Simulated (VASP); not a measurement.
Wanted: the native input for a VASP 6.6.1 run.

| Property | Result |
| --- | --- |
| Task | single point |
| Functional | PBE |
| Potentials or basis | VASP PAW PBE potentials, release 64 (Ni, Al) |
| Cutoff | 520 eV |
| k mesh | 8 × 8 × 8 |
| Occupations | fermi-dirac, width 0.05 eV |
| Spin | collinear spin, ferromagnetic start |
| Starting moments | [1.0, 1.0, 1.0, 0.0] μB |
| Dipole correction | no |
| Further INCAR settings | ALGO = Normal; EDIFF = 1e-06; NBANDS = 28 |

The structure of AlNi3 lies in POSCAR:

```
AlNi3
1.0
    3.5669754282      0.0000000000      0.0000000000
    0.0000000000      3.5669754282      0.0000000000
    0.0000000000      0.0000000000      3.5669754282
Ni Al
3 1
Direct
    0.5000000000      0.5000000000      0.0000000000
    0.5000000000      0.0000000000      0.5000000000
    0.0000000000      0.5000000000      0.5000000000
    0.0000000000      0.0000000000      0.0000000000
```

One way to write it, as run:

INCAR

```
PREC = Accurate ; ENCUT = 520
EDIFF = 1E-6 ; ISMEAR = -1
SIGMA = 0.05 ; LREAL = False
LASPH = True ; NELM = 150
ALGO = Normal ; ISIF = 2
LWAVE = False ; LCHARG = False
ISPIN = 2 ; MAGMOM = 1 1 1 0
LORBIT = 11 ; LMAXMIX = 4
GGA = PE ; NBANDS = 28
```

KPOINTS

```
Automatic mesh
0
Gamma
  8 8 8
```

Potentials or basis: VASP PAW PBE potentials, release 64 (Ni, Al).

The run is started by

```console
$ cat potpaw_PBE.64/Ni/POTCAR potpaw_PBE.64/Al/POTCAR > POTCAR
$ mpirun -np 1 vasp_std > vasp.out
```

It gave:

The pressure is 0.1 GPa and the net moment is 0.70 μB per cell. The site moments are Ni +0.25; Al -0.01 μB. The valence electrons inside the program's atomic spheres are Ni 9.38; Al 0.80.

Run time: 89 s on 1 thread of Intel Xeon 8259CL (shared host), peak memory 0.21 GiB.
